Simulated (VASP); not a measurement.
# Yb (Fm-3m) in VASP: a series of runs, part 2 of 2

VASP 6.6.1. The steps go on from the part before.

### Step 4. Single point, PBE (volume scaled by 0.9)

INCAR reads:

```
SYSTEM = Yb
PREC = Accurate
ENCUT = 520
EDIFF = 1E-7
ISMEAR = -1
SIGMA = 0.08
LREAL = .False.
LASPH = .True.
NELM = 100
ALGO = Normal
ISIF = 2
LWAVE = .False.
LCHARG = .False.
GGA = PE
NBANDS = 18
```

KPOINTS reads:

```
Automatic mesh
0
Gamma
  14 14 14
  0 0 0
```

POSCAR reads:

```
Yb
1.0
    0.0000000000      2.5214579621      2.5214579621
    2.5214579621      0.0000000000      2.5214579621
    2.5214579621      2.5214579621      0.0000000000
Yb
1
Direct
    0.0000000000      0.0000000000      0.0000000000
```

Potentials or basis: VASP PAW PBE potentials, release 64 (Yb).

Launch:

```sh
$ cat potpaw_PBE.64/Yb/POTCAR > POTCAR
$ mpirun -np 1 vasp_std > vasp.out
```

OUTCAR:

```text
SYSTEM = Yb
   PREC = Accurate
   ENCUT = 520
   EDIFF = 1E-7
   ISMEAR = -1
   LREAL = .False.
   LASPH = .True.
   NELM = 100
   ISIF = 2
   GGA = PE

 ion  position               nearest neighbor table
   1  0.000  0.000  0.000-

  LATTYP: Found a face centered cubic cell.
 ALAT       =     5.0429159242

  Lattice vectors:

 A1 = (   0.0000000000,   2.5214579621,   2.5214579621)
 A2 = (   2.5214579621,   0.0000000000,   2.5214579621)
 A3 = (   2.5214579621,   2.5214579621,   0.0000000000)

Analysis of symmetry for initial positions (statically):
=====================================================================
 Subroutine PRICEL returns:
 Original cell was already a primitive cell.

 Routine SETGRP: Setting up the symmetry group for a
 face centered cubic supercell.

 Subroutine GETGRP returns: Found 48 space group operations
 (whereof 48 operations were pure point group operations)
 out of a pool of 48 trial point group operations.

The static configuration has the point symmetry O_h .

Analysis of symmetry for dynamics (positions and initial velocities):
=====================================================================
 Subroutine PRICEL returns:
 Original cell was already a primitive cell.

 Routine SETGRP: Setting up the symmetry group for a
 face centered cubic supercell.

 Subroutine GETGRP returns: Found 48 space group operations
 (whereof 48 operations were pure point group operations)
 out of a pool of 48 trial point group operations.

The dynamic configuration has the point symmetry O_h .

 Subroutine INISYM returns: Found 48 space group operations
 (whereof 48 operations are pure point group operations),
 and found     1 'primitive' translations

----------------------------------------------------------------------------------------

                                     Primitive cell

  volume of cell :      32.0616

  direct lattice vectors                    reciprocal lattice vectors
     0.000000000  2.521457962  2.521457962    -0.198297972  0.198297972  0.198297972
     2.521457962  0.000000000  2.521457962     0.198297972 -0.198297972  0.198297972
     2.521457962  2.521457962  0.000000000     0.198297972  0.198297972 -0.198297972

  length of vectors
     3.565880047  3.565880047  3.565880047     0.343462162  0.343462162  0.343462162

  position of ions in fractional coordinates (direct lattice)
     0.000000000  0.000000000  0.000000000

  ion indices of the primitive-cell ions
   primitive index   ion index
                 1           1

----------------------------------------------------------------------------------------

 KPOINTS: Automatic mesh

Automatic generation of k-mesh.
 Grid dimensions read from file:
 generate k-points for:   14   14   14

 Generating k-lattice:

  Cartesian coordinates                     Fractional coordinates (reciprocal lattice)
    -0.014164141  0.014164141  0.014164141     0.071428571  0.000000000  0.000000000
     0.014164141 -0.014164141  0.014164141     0.000000000  0.071428571  0.000000000
     0.014164141  0.014164141 -0.014164141     0.000000000  0.000000000  0.071428571

  Length of vectors
     0.024533012  0.024533012  0.024533012

  Shift w.r.t. Gamma in fractional coordinates (k-lattice)
     0.000000000  0.000000000  0.000000000

 Subroutine IBZKPT returns following result:
 ===========================================

 Found    104 irreducible k-points:

 Following reciprocal coordinates:
            Coordinates               Weight
  0.000000  0.000000  0.000000      1.000000
  0.071429  0.000000  0.000000      8.000000
  0.142857  0.000000  0.000000      8.000000
  0.214286  0.000000  0.000000      8.000000
  0.285714  0.000000  0.000000      8.000000
  0.357143  0.000000  0.000000      8.000000
[... 16 lines left out ...]
  0.214286  0.142857  0.000000     24.000000
  0.285714  0.142857  0.000000     24.000000
 [... further k-points ...]
   k-points           NKPTS =    104   k-points in BZ     NKDIM =    104   number of bands    NBANDS=     18
   number of dos      NEDOS =    301   number of ions     NIONS =      1
   total plane-waves  NPLWV =  21952
   dimension x,y,z NGX =    28 NGY =   28 NGZ =   28
   dimension x,y,z NGXF=    56 NGYF=   56 NGZF=   56
   ions per type =               1
   NGX,Y,Z   is equivalent  to a cutoff of  13.05, 13.05, 13.05 a.u.
   NGXF,Y,Z  is equivalent  to a cutoff of  26.11, 26.11, 26.11 a.u.
 SYSTEM =  Yb
   PREC   = accura    normal or accurate (medium, high low for compatibility)
   ISTART =      0    job   : 0-new  1-cont  2-samecut
   ICHARG =      2    charge: 1-file 2-atom 10-const
   ISPIN  =      1    spin polarized calculation?
   LNONCOLLINEAR =      F non collinear calculations
   LSORBIT =      F    spin-orbit coupling
   LASPH  =      T    aspherical Exc in radial PAW
   ENCUT  =  520.0 eV  38.22 Ry    6.18 a.u.   6.63  6.63  6.63*2*pi/ulx,y,z
   NELM   =    100;   NELMIN=  2; NELMDL= -5     # of ELM steps
   EDIFF  = 0.1E-06   stopping-criterion for ELM
   LREAL  =      F    real-space projection
   EDIFFG = 0.1E-05   stopping-criterion for IOM
   NSW    =      0    number of steps for IOM
   IBRION =     -1    ionic relax: 0-MD 1-quasi-New 2-CG
   NFREE  =      0    steps in history (QN), initial steepest desc. (CG)
   ISIF   =      2    stress and relaxation
   ISYM   =      2    0-nonsym 1-usesym 2-fastsym
   POTIM  = 0.5000    time-step for ionic-motion
   TEBEG  =    0.0;   TEEND  =   0.0 temperature during run
   PSTRESS=    0.0 pullay stress
   NELECT =      24.0000    total number of electrons
   NUPDOWN=      -1.0000    fix difference up-down
   EMIN   =  10.00;   EMAX   =-10.00  energy-range for DOS
   EFERMI =   0.00;   METHOD = LEGACY
   ISMEAR =    -1;   SIGMA  =   0.08  broadening in eV -4-tet -1-fermi 0-gaus
   EFERMI_NEDOS =   21; number of points for ismear=-14 and -15
   IALGO  =     38    algorithm
   IMIX   =      4    mixing-type and parameters
     AMIX     =   0.40;   BMIX     =  1.00
     AMIX_MAG =   1.60;   BMIX_MAG =  1.00
  volume/ion in A,a.u.               =      32.06       216.36
  Fermi-wavevector in a.u.,A,eV,Ry     =   1.486450  2.808982 30.062513  2.209532
  Thomas-Fermi vector in A             =   2.599734
   LORBIT       =      0    0 simple, 1 ext, 2 COOP (PROOUT), +10 PAW based schemes
   GGA     = PE    functional components
   LHFCALC =     F    Hartree Fock is set to
   AEXX    =    0.0000 exact exchange contribution
   IVDW    =     0    specifies the selected vdW correction
   LEPSILON=     F    determine dielectric tensor
   LRPA    =     F    only Hartree local field effects (RPA)
 non-spin polarized calculation
  energy-cutoff  :      520.00
  volume of cell :       32.06
 maximum number of plane-waves:       887
   NGX = 13   NGY = 13   NGZ = 13

 number of electron      23.9999999 magnetization

 Free energy of the ion-electron system (eV)
  ---------------------------------------------------
  ext. energy  EPLUGINS =         0.00000000
  ---------------------------------------------------
  free energy    TOTEN  =        -3.56351812 eV

  energy without entropy =       -3.51437271  energy(sigma->0) =       -3.53894541

 E-fermi :   1.9734     XC(G=0):  -9.9584

 val. band max:        1.9561135431   @ k =  -0.4286   0.5000   0.0714
 cond. band min:       1.9835074347   @ k =  -0.3571   0.3571   0.0000
 fundamental gap:      0.0273938916
 Fermi energy:         1.9734258154

 k-point     1 :       0.0000    0.0000    0.0000
  band No.  band energies     occupation
      1     -49.7251      2.00000
      2     -21.8218      2.00000
      3     -21.8218      2.00000
      4     -21.8218      2.00000
      5      -3.4553      2.00000
      6       1.3633      1.99903
[... 10 lines left out ...]
     17       7.3038      0.00000
     18      11.9958      0.00000

 k-point     2 :       0.0714    0.0000    0.0000
  band No.  band energies     occupation
      1     -49.7237      2.00000
      2     -21.8476      2.00000
      3     -21.8252      2.00000
      4     -21.8252      2.00000
      5      -3.3213      2.00000
      6       1.3644      1.99901
[... 10 lines left out ...]
     17       7.2162      0.00000
     18      12.3186      0.00000
[... 442 lines left out ...]
 k-point    24 :       0.2857    0.1429    0.0000
  band No.  band energies     occupation
      1     -49.7083      2.00000
      2     -22.0717      2.00000
      3     -21.8889      2.00000
      4     -21.8839      2.00000
      5      -1.6783      2.00000
      6       1.3876      1.99868
[... 10 lines left out ...]
     17       8.0133      0.00000
     18      12.7659      0.00000

 [... further k-points ...]
[... 5 lines left out ...]
  --------------------------------------------------------------------------------------
  -------------------------------------------------------------------------------------
  Total        0.4213645      0.4213645      0.4213645      0.0000000      0.0000000      0.0000000
  in kB       21.0563596     21.0563596     21.0563596      0.0000000      0.0000000      0.0000000
  external PRESSURE =      21.0563596 kB  Pullay stress =       0.0000000 kB

 VOLUME and BASIS-vectors are now :
 -----------------------------------------------------------------------------
  energy-cutoff  :      520.00
  volume of cell :       32.06
      direct lattice vectors                 reciprocal lattice vectors
     0.000000000  2.521457962  2.521457962    -0.198297972  0.198297972  0.198297972
     2.521457962  0.000000000  2.521457962     0.198297972 -0.198297972  0.198297972
     2.521457962  2.521457962  0.000000000     0.198297972  0.198297972 -0.198297972

 POSITION                                       TOTAL-FORCE (eV/Angst)
 -----------------------------------------------------------------------------------
      0.00000      0.00000      0.00000         0.000000     -0.000000     -0.000000
 -----------------------------------------------------------------------------------
    total drift:                               -0.000000     -0.000000     -0.000000

  FREE ENERGIE OF THE ION-ELECTRON SYSTEM (eV)
  ---------------------------------------------------
  free  energy   TOTEN  =        -3.5635181177 eV

  energy  without entropy=       -3.5143727092  energy(sigma->0) =       -3.53894541
```

It took 73 s on 1 thread of AMD EPYC 9R45 (Zen 5), shared host; peak memory 0.18 GiB.

Results:

```
Free energy            : -3.5635 eV
Pressure               : 2.1 GPa
Band gap on the k mesh : zero (band 12 reaches 1.91 eV, above the bottom of band 13 at 1.86 eV)
```

Caveat: spin-orbit coupling is left out, which moves the levels of the heavy elements.

### Step 5. Overview

```tsv
cell	gap on the mesh (eV)	pressure (GPa)
a = 3.279 Å, angles 60.0°, 1 atom	none	11.2
a = 3.429 Å, angles 60.0°, 1 atom	none	6.1
a = 3.566 Å, angles 60.0°, 1 atom	none	2.1
```

Alike in all rows: task single point; level PBE; potentials or basis VASP PAW PBE potentials, release 64 (Yb); no spin polarisation; k mesh 14 × 14 × 14; cutoff (eV) 520; smearing fermi-dirac 0.08 eV.

Caveats: spin-orbit coupling is left out, which moves the levels of the heavy elements.

Total energies depend on the potentials used, so only differences within one code and one set of settings carry meaning.
